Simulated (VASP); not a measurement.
Input of a VASP 6.6.1 run:

Contents of POSCAR:

```
TiAl3
1.0
    3.9556712500      0.0000000000      0.0000000000
    0.0000000000      3.9556712500      0.0000000000
    0.0000000000      0.0000000000      3.9556712500
Ti Al
1 3
Direct
    0.0036488767      0.0036488767      0.0036488767
    0.5000000000      0.5000000000      0.0000000000
    0.5000000000      0.0000000000      0.5000000000
    0.0000000000      0.5000000000      0.5000000000
```

The input INCAR.step1:

```
SYSTEM = TiAl3
PREC     = Accurate       ! precision mode
ENCUT    = 520            ! plane-wave cutoff, eV
ISMEAR   = 0              ! smearing method
SIGMA    = 0.15           ! smearing width, eV
LREAL    = .False.        ! projectors in reciprocal space
LASPH    = .True.         ! aspherical terms in the spheres
NELM     = 100            ! most SCF steps
NBANDS   = 18             ! bands
GGA      = PE             ! functional
ALGO     = Normal         ! electronic algorithm
EDIFF    = 1E-4           ! SCF threshold, eV
LWAVE    = .True.         ! write WAVECAR
LCHARG   = .False.        ! write CHGCAR
```

The input INCAR.step2:

```
SYSTEM = TiAl3
PREC     = Accurate       ! precision mode
ENCUT    = 520            ! plane-wave cutoff, eV
EDIFF    = 1E-7           ! SCF threshold, eV
ISMEAR   = 0              ! smearing method
SIGMA    = 0.15           ! smearing width, eV
LREAL    = .False.        ! projectors in reciprocal space
LASPH    = .True.         ! aspherical terms in the spheres
NELM     = 100            ! most SCF steps
ALGO     = Normal         ! electronic algorithm
ISIF     = 2              ! what is computed and relaxed
LWAVE    = .False.        ! write WAVECAR
LCHARG   = .False.        ! write CHGCAR
METAGGA  = R2SCAN         ! meta-GGA
LMIXTAU  = .True.       
NBANDS   = 18             ! bands
ISTART   = 1
```

Contents of KPOINTS:

```
Automatic mesh
0
Gamma
  12 12 12
  0 0 0
```

Potentials or basis: VASP PAW PBE potentials, release 64 (Ti_sv, Al).

The run is started by

```sh
$ cat potpaw_PBE.64/Ti_sv/POTCAR potpaw_PBE.64/Al/POTCAR > POTCAR
$ cp INCAR.step1 INCAR
$ mpirun -np 1 vasp_std > vasp.out
$ cp INCAR.step2 INCAR
$ mpirun -np 1 vasp_std > vasp.out
```

(1) Predict the largest force.

(2) What does it give for the band gap on the k mesh?

(3) Estimate the pressure.

## Answers

(1) 0.253 eV/Å.

(2) zero (an odd number of electrons rules out a gap without spin polarisation).

(3) 0.0 GPa.

Caveat: the cell differs from its parent crystal (atom 1 (Ti) moved +0.025 Å along Cartesian [1 1 1]); the PAW data sets were made with another functional, which shifts forces and pressure a little.
